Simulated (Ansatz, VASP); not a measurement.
# BN in VASP and in Ansatz

The input POSCAR:

```
BN
1.0
    2.5090277900      0.0000000000      0.0000000000
   -1.2545139000      2.1728818100      0.0000000000
    0.0000000000      0.0000000000      4.1501349200
B N
2 2
Direct
    0.6666666700      0.3333333300      0.0001583200
    0.3333333300      0.6666666700      0.5001583200
    0.6666666700      0.3333333300      0.3748416800
    0.3333333300      0.6666666700      0.8748416800
```

Contents of INCAR.step1:

```
ALGO = Normal
EDIFF = 1E-4
ENCUT = 520
GGA = PE
ISMEAR = -1
LASPH = T
LCHARG = F
LREAL = F
LWAVE = T
NELM = 100
PREC = Accurate
SIGMA = 0.02
```

The input INCAR.step2:

```
ALGO = Normal
EDIFF = 1E-6
EDIFFG = -0.01
ENCUT = 520
IBRION = 2
ISIF = 2
ISMEAR = -1
ISTART = 1
LASPH = T
LCHARG = F
LMIXTAU = T
LREAL = F
LWAVE = F
METAGGA = R2SCAN
NELM = 100
NSW = 50
PREC = Accurate
SIGMA = 0.02
```

Contents of KPOINTS:

```
k-points
0
Gamma
  12 12 8
```

Input for Ansatz:

```yaml
crystal:
  lattice:
    - [2.50902779, 0.0, 0.0]
    - [-1.25451389, 2.1728818, 0.0]
    - [0.0, 0.0, 4.15013491]
  atoms:
    - { symbol: B, position: [0.66666667, 0.33333333, 0.00015832] }
    - { symbol: B, position: [0.33333333, 0.66666667, 0.50015832] }
    - { symbol: "N", position: [0.66666667, 0.33333333, 0.37484168] }
    - { symbol: "N", position: [0.33333333, 0.66666667, 0.87484168] }
  symmetry: { tolerance: 0.0003 }
hamiltonian:
  xc: r2scan
  pseudopotentials: { kind: paw, azcp: { folder: soft_1 } }
basis:
  ecutwfc: 500
magnetization:
  spin_polarized: false
scf:
  occupations: { method: fermi_dirac, width: 0.02 }
kpoints:
  mp_grid: { grid: [12, 12, 8], shift: [0, 0, 0] }
  band_path:
    path:
      - [0.0, 0.0, 0.0]
      - [0.5, 0.0, 0.0]
      - [0.33333333, 0.33333333, 0.0]
      - [0.0, 0.0, 0.0]
      - [0.0, 0.0, 0.5]
      - [0.5, 0.0, 0.5]
      - [0.33333333, 0.33333333, 0.5]
      - [0.0, 0.0, 0.5]
      - [0.5, 0.0, 0.5]
      - [0.5, 0.0, 0.0]
      - [0.33333333, 0.33333333, 0.5]
    npoints: 7
output:
  forces: true
  stress: true
  eigenvalues: true
  write_potential: true
  elf: true
  volumetric_format: npy
  dos: { e_range: [-12, 8], de: 0.05 }
relax:
  max_steps: 30
```

Alike in both runs: task relaxation of the atoms; functional r2SCAN; k mesh 12 × 12 × 8; occupations fermi-dirac, width 0.02 eV; no spin polarisation.

|  | VASP | Ansatz |
| --- | --- | --- |
| version | VASP 6.6.1 | Ansatz 0.2.0 |
| potentials or method | VASP PAW PBE potentials, release 64 (B, N), cutoff 520 eV | PAW plane waves |
| valence electrons in the cell | 16 | 16 |

```tsv
	VASP	Ansatz	Ansatz less VASP
gap on the k mesh at the Fermi level, each at its own relaxed structure (eV)	5.63	5.67	+0.032
```

VASP's potentials were made for PBE, not for r2SCAN. Ansatz's warnings: stress scf threshold loose.
